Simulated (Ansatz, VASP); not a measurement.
One calculation of C, two programs

The input INCAR:

```
PREC = Accurate
ENCUT = 600
EDIFF = 1E-6
ISMEAR = 0
SIGMA = 0.1
LREAL = False
LASPH = True
NELM = 200
ALGO = Normal
ISIF = 2
LWAVE = False
LCHARG = True
ISPIN = 2
MAGMOM = 1
LORBIT = 11
GGA = PE
LELF = True
LVHAR = True
NBANDS = 12
GGA_COMPAT = False
```

File KPOINTS:

```
Automatic mesh
0
Gamma
  10 10 8
```

The input POSCAR:

```
C
1.0
    1.6974156932      0.0000000000      0.0000000000
    0.0000000000      1.6974156932      0.0000000000
    0.0000000000      0.0000000000      2.0046023509
C
1
Direct
    0.5000000000      0.5000000000      0.0000000000
```

Input for Ansatz:

```yaml
crystal:
  lattice:
    - [1.6974156932, 0.0, 0.0]
    - [0.0, 1.6974156932, 0.0]
    - [0.0, 0.0, 2.0046023509]
  atoms:
    - { symbol: C, position: [0.5, 0.5, 0.0], spin: 1.0 }
basis:
  ecutwfc: 420
kpoints:
  mp_grid: { grid: [10, 10, 8] }
hamiltonian:
  xc: pbe
scf:
  occupations: { method: gaussian, width: 0.1 }
  lower_state_search: "off"
output:
  forces: true
  stress: true
  eigenvalues: true
  populations: true
magnetization:
  spin_polarized: true
```

Alike in both runs: task single point; functional PBE; k mesh 10 × 10 × 8; occupations gaussian, width 0.1 eV; collinear spin.

|  | VASP | Ansatz |
| --- | --- | --- |
| version | VASP 6.6.1 | Ansatz 0.2.0 |
| potentials or method | VASP PAW PBE potentials, release 64 (C), cutoff 600 eV | scalar-relativistic, plane waves, PAW |
| valence electrons in the cell | 4 | 4 |

```tsv
	VASP	Ansatz	Ansatz less VASP
gap on the k mesh at the Fermi level (eV)	none	none	-
pressure (GPa)	-1.2	-1.1	+0.18
traceless stress, the component that is largest in VASP (GPa)	-4.90	-4.70	+0.205
net moment per atom (μB)	0.00	0.00	-0.001
```

A gap of «none» marks a metal or a gap that the smearing closes. With one functional, cell and mesh, what is left measures potentials, basis and numerics. Ansatz's warnings: seeded moment not kept.

The k mesh is coarse, so the values compare programs but aren't converged.
